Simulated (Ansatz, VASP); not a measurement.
## CuAu: VASP beside Ansatz

```
Cu Au
1.0
     2.80000    0.00000    0.00000
     0.00000    2.80000    0.00000
     0.00000    0.00000    3.67000
Cu Au
1 1
Direct
  0.50000 0.50000 0.50000
  0.00000 0.00000 0.00000
```

Alike in both runs: task single point; functional PBE; k mesh 10 × 10 × 8; occupations fermi-dirac, width 0.05 eV; no spin polarisation.

|  | VASP | Ansatz |
| --- | --- | --- |
| version | VASP 6.6.1 | Ansatz 0.2.0 |
| potentials or method | VASP PAW PBE potentials, release 64 (Cu, Au), cutoff 520 eV | all-electron LAPW, scalar-relativistic |

```tsv
	VASP	Ansatz	Ansatz less VASP
pressure (GPa)	6.7	6.8	+0.03
traceless stress, the component that is largest in VASP (GPa)	-1.19	-1.20	-0.014
```

Ansatz ran all-electron here, and VASP with PAW potentials.

Neither program's run includes spin-orbit coupling.
